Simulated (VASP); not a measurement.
# Li in VASP: density of states with PBE

Aim: the density of states of Li with PBE.

Everything below comes from runs of VASP 6.6.1. Logs are shortened: lines on timing, memory, paths and dates and some standing lists are left out, and cuts for length are marked.

## 1. The cell of the first run

The cell holds a sheet with vacuum, 2 atoms: a = 4.759 Å, b = 4.759 Å, c = 23.800 Å, α = 90.00°, β = 90.00°, γ = 120.00°.

## 2. Density of states, PBE

The input, POSCAR:

```
Li
1.0
    4.7589305849      0.0000000000      0.0000000000
   -2.3794652925      4.1213547814      0.0000000000
    0.0000000000      0.0000000000     23.8000000000
Li
2
Direct
    0.3333333333      0.6666666667      0.2941176471
    0.6666666667      0.3333333333      0.2941176471
```

The input, INCAR.step1:

```
PREC = Accurate
ENCUT = 520
EDIFF = 1E-6
ISMEAR = 0
SIGMA = 0.1
LREAL = F
LASPH = T
NELM = 100
ALGO = Normal
ISIF = 2
LWAVE = F
LCHARG = T
LDIPOL = T
IDIPOL = 3
DIPOL = 0.5 0.5 0.294
GGA = PE
NBANDS = 10
```

The input, KPOINTS.step1:

```
Automatic mesh
0
Gamma
  12 12 1
```

The input, INCAR.step2:

```
PREC = Accurate
ENCUT = 520
EDIFF = 1E-6
ISMEAR = -5
SIGMA = 0.1
LREAL = F
LASPH = T
NELM = 100
ALGO = Normal
ISIF = 2
LWAVE = F
LCHARG = F
LDIPOL = T
IDIPOL = 3
DIPOL = 0.5 0.5 0.294
GGA = PE
LORBIT = 10
NEDOS = 1001
ICHARG = 11
```

The input, KPOINTS.step2:

```
Automatic mesh
0
Gamma
  18 18 1
```

Potentials or basis: VASP PAW PBE potentials, release 64 (Li_sv).

Run with:

```
$ cat potpaw_PBE.64/Li_sv/POTCAR > POTCAR
$ cp INCAR.step1 INCAR
$ cp KPOINTS.step1 KPOINTS
$ mpirun -np 1 vasp_std > vasp.out
$ cp INCAR.step2 INCAR
$ cp KPOINTS.step2 KPOINTS
$ mpirun -np 1 vasp_std > vasp.out
```

OUTCAR:

```text
PREC = Accurate
   ENCUT = 520
   EDIFF = 1E-6
   ISMEAR = -5
   LREAL = F
   LASPH = T
   NELM = 100
   ISIF = 2
   GGA = PE
   LORBIT = 10
   ICHARG = 11

 ion  position               nearest neighbor table
   1  0.333  0.667  0.294-
   2  0.667  0.333  0.294-

  LATTYP: Found a hexagonal cell.
 ALAT       =     4.7589305849
 C/A-ratio  =     5.0011235876

  Lattice vectors:

 A1 = (   4.7589305849,   0.0000000000,   0.0000000000)
 A2 = (  -2.3794652925,   4.1213547814,   0.0000000000)
 A3 = (   0.0000000000,   0.0000000000,  23.8000000000)

Analysis of symmetry for initial positions (statically):
=====================================================================
 Subroutine PRICEL returns:
 Original cell was already a primitive cell.

 Routine SETGRP: Setting up the symmetry group for a
 hexagonal supercell.

 Subroutine GETGRP returns: Found 24 space group operations
 (whereof 12 operations were pure point group operations)
 out of a pool of 24 trial point group operations.

The static configuration has the point symmetry C_6v.
 The point group associated with its full space group is D_6h.

Analysis of symmetry for dynamics (positions and initial velocities):
=====================================================================
 Subroutine PRICEL returns:
 Original cell was already a primitive cell.

 Routine SETGRP: Setting up the symmetry group for a
 hexagonal supercell.

 Subroutine GETGRP returns: Found 24 space group operations
 (whereof 12 operations were pure point group operations)
 out of a pool of 24 trial point group operations.

The dynamic configuration has the point symmetry C_6v.
 The point group associated with its full space group is D_6h.

 Subroutine INISYM returns: Found 24 space group operations
 (whereof 12 operations are pure point group operations),
 and found     1 'primitive' translations

----------------------------------------------------------------------------------------

                                     Primitive cell

  volume of cell :     466.7951

  direct lattice vectors                    reciprocal lattice vectors
     4.758930585  0.000000000  0.000000000     0.210131243  0.121319330  0.000000000
    -2.379465292  4.121354781  0.000000000     0.000000000  0.242638660  0.000000000
     0.000000000  0.000000000 23.800000000     0.000000000  0.000000000  0.042016807

[... 98 lines left out ...]
   EMIN   =  10.00;   EMAX   =-10.00  energy-range for DOS
   EFERMI =   0.00;   METHOD = LEGACY
   ISMEAR =    -5;   SIGMA  =   0.10  broadening in eV -4-tet -1-fermi 0-gaus
   EFERMI_NEDOS =   21; number of points for ismear=-14 and -15
   IALGO  =     38    algorithm
   IMIX   =      4    mixing-type and parameters
     AMIX     =   0.40;   BMIX     =  1.00
     AMIX_MAG =   1.60;   BMIX_MAG =  1.00
  volume/ion in A,a.u.               =     233.40      1575.04
  Fermi-wavevector in a.u.,A,eV,Ry     =   0.383486  0.724684  2.000896  0.147062
  Thomas-Fermi vector in A             =   1.320471
   LORBIT       =     10    0 simple, 1 ext, 2 COOP (PROOUT), +10 PAW based schemes
   GGA     = PE    functional components
   LHFCALC =     F    Hartree Fock is set to
   AEXX    =    0.0000 exact exchange contribution
   IVDW    =     0    specifies the selected vdW correction
   LEPSILON=     F    determine dielectric tensor
   LRPA    =     F    only Hartree local field effects (RPA)
 non-spin polarized calculation
 Fermi weights with tetrahedron method with Bloechl corrections
  energy-cutoff  :      520.00
  volume of cell :      466.80
 maximum number of plane-waves:     12611
 NGX is ok and might be reduce to    36

 number of electron       6.0000008 magnetization

 dipolmoment           0.000000      0.000000     -0.000050 electrons x Angstroem

 Free energy of the ion-electron system (eV)
  ---------------------------------------------------
  ext. energy  EPLUGINS =         0.00000000
  ---------------------------------------------------
  free energy    TOTEN  =        -2.15048562 eV

  energy without entropy =       -2.15048562  energy(sigma->0) =       -2.15048562

 E-fermi :  -2.8119     XC(G=0):  -1.3385

 val. band max:       -2.8461794577   @ k =   0.3333   0.2778   0.0000
 cond. band min:      -2.8466293228   @ k =   0.4444   0.1111   0.0000
 fundamental gap:     -0.0004498651
 Fermi energy:        -2.8118657397

 k-point     1 :       0.0000    0.0000    0.0000
  band No.  band energies     occupation
      1     -50.7656      2.00000
      2     -50.7381      2.00000
      3      -4.7256      2.00000
      4      -2.3688      0.00000
      5       0.0717      0.00000
      6       0.5106      0.00000
      7       0.5406      0.00000
[... 221 lines left out ...]
 k-point    24 :       0.3889    0.1111    0.0000
  band No.  band energies     occupation
      1     -50.7564      2.00000
      2     -50.7473      2.00000
      3      -3.3244      2.00000
      4      -2.5542     -0.09052
      5      -1.0439      0.00000
      6      -0.7101      0.00000
      7       0.4806      0.00000

 [... further k-points ...]

------------------------ aborting loop because EDIFF is reached ----------------------------------------

 vacuum level on the upper side and lower side of the slab       (xc-potential included)        -0.006        -0.006

  FORCE on cell =-STRESS in cart. coord.  units (eV):
  Direction    XX          YY          ZZ          XY          YZ          ZX
  --------------------------------------------------------------------------------------
  -------------------------------------------------------------------------------------
  Total       -0.0223259     -0.0223259     -0.0375787      0.0000000      0.0000000      0.0000000
  in kB       -0.0766289     -0.0766289     -0.1289809      0.0000000      0.0000000      0.0000000
  external PRESSURE =      -0.0940796 kB  Pullay stress =       0.0000000 kB

 VOLUME and BASIS-vectors are now :
 -----------------------------------------------------------------------------
  energy-cutoff  :      520.00
  volume of cell :      466.80
      direct lattice vectors                 reciprocal lattice vectors
     4.758930585  0.000000000  0.000000000     0.210131243  0.121319330  0.000000000
    -2.379465292  4.121354781  0.000000000     0.000000000  0.242638660  0.000000000
     0.000000000  0.000000000 23.800000000     0.000000000  0.000000000  0.042016807

 POSITION                                       TOTAL-FORCE (eV/Angst)
 -----------------------------------------------------------------------------------
     -0.00000      2.74757      7.00000         0.000000     -0.000000     -0.000000
      2.37947      1.37378      7.00000        -0.000000      0.000000      0.000000
 -----------------------------------------------------------------------------------
    total drift:                               -0.000000     -0.000000     -0.005182

  FREE ENERGIE OF THE ION-ELECTRON SYSTEM (eV)
  ---------------------------------------------------
  free  energy   TOTEN  =        -2.1504856176 eV

  energy  without entropy=       -2.1504856176  energy(sigma->0) =       -2.15048562

 vacuum level on the upper side and lower side of the slab         0.449         0.449

 total charge

# of ion       s       p       d       tot
------------------------------------------
    1        2.038   0.021   0.000   2.060
    2        2.038   0.021   0.000   2.060
--------------------------------------------------
tot          4.077   0.043   0.000   4.119
```

It took 6.5 min on 1 thread of AMD EPYC 7R43 (Zen 3), shared host; peak memory 0.49 GiB.

Results:

```
Valence electrons inside the program's atomic spheres : Li 2.06
```

Caveat: the cutoff is under 1.25 times the usual one of these potentials, so pressure, stress and relaxed cells hold a basis-set (Pulay) error; tetrahedron occupations give inexact forces and stress in metals.
